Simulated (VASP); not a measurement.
LiCl:

```
Li Cl
1.0
     4.19142    0.00000    0.00000
    -2.09571    3.62988    0.00000
     0.00000    0.00000    5.23255
Li Cl
2 2
Cartesian
  0.0000 2.4199 1.3081
  2.0957 1.2100 3.9244
  2.0957 1.2100 1.3081
  0.0000 2.4199 3.9244
```

This cell differs from its parent crystal: biaxial xy strain +0.7%.

Base run:

* Program: VASP 6.6.1
* Functional: r2SCAN
* Potentials or basis: VASP PAW PBE potentials, release 64 (Li_sv, Cl)
* Cutoff: 520 eV
* k mesh: 12 × 12 × 6
* Occupations: gaussian, width 0.01 eV
* Spin: no spin polarisation

Its results: band gap on the k mesh 6.31 eV, direct.

Q: The run is repeated on the same cell with these changes: functional from r2SCAN to PBE; occupations from gaussian, width 0.01 eV to fermi-dirac, width 0.02 eV. What comes out?

A: Band gap on the k mesh 5.63 eV, direct.

A k mesh can miss the band edges.
